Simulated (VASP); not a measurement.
## Zn2SbO3: single point with PBE

Zn2SbO3:

```
Zn Sb O
1.0
     5.53586    0.00000    0.00000
    -2.76793    4.79420    0.00000
     0.00000    0.00000    2.83326
Zn Sb O
2 1 3
Direct
  0.66667 0.33333 0.50000
  0.33333 0.66667 0.50000
  0.00000 0.00000 0.50000
  0.00000 0.50000 0.00000
  0.50000 0.50000 0.00000
  0.50000 0.00000 0.00000
```

The cell was built from a structure type or drawn by symmetry, and may not be a known phase.

* Program: VASP 6.6.1
* Task: single point
* Functional: PBE
* Potentials or basis: VASP PAW PBE potentials, release 64 (Zn, Sb_d_GW, O)
* Cutoff: 600 eV
* k mesh: 6 × 6 × 6
* Occupations: gaussian, width 0.1 eV
* Spin: no spin polarisation
* Dipole correction: no
* Further INCAR settings: ALGO = Normal; EDIFF = 1e-06; NBANDS = 38

```json
{
  "Pressure": "0.2 GPa",
  "Band gap on the k mesh": "zero (an odd number of electrons rules out a gap without spin polarisation)"
}
```

Levels at points of the mesh, in eV from the Fermi level:
```
           k point  band 25  band 26  band 27  band 28  band 29  band 30  band 31  band 32
(0.00, 0.00, 0.00)    -1.00    -1.00    -0.19    -0.19     1.80     1.80     2.35     5.83
(0.50, 0.00, 0.00)    -1.23    -1.17    -0.84    -0.72    -0.19     1.23     5.35     5.37
(0.00, 0.00, 0.50)    -2.19    -2.19    -0.60     0.05     0.05     0.53     0.53     3.41
(0.50, 0.00, 0.50)    -1.77    -1.66    -1.17    -0.78     0.03     1.54     2.27     4.77
```

Wall time 110 s on 1 thread of Intel(R) Xeon(R) Platinum 8259CL CPU @ 2.50GHz (Skylake/Cascade Lake), with other jobs on the host, peak memory 0.29 GiB.

Caveat: the k points lie up to 0.37 Å⁻¹ apart, too coarse for converged energies and pressures of a metal; spin-orbit coupling is left out, which moves the levels of the heavy elements; an odd number of electrons without spin polarisation forces a metal; a magnetic or distorted state may lie lower.
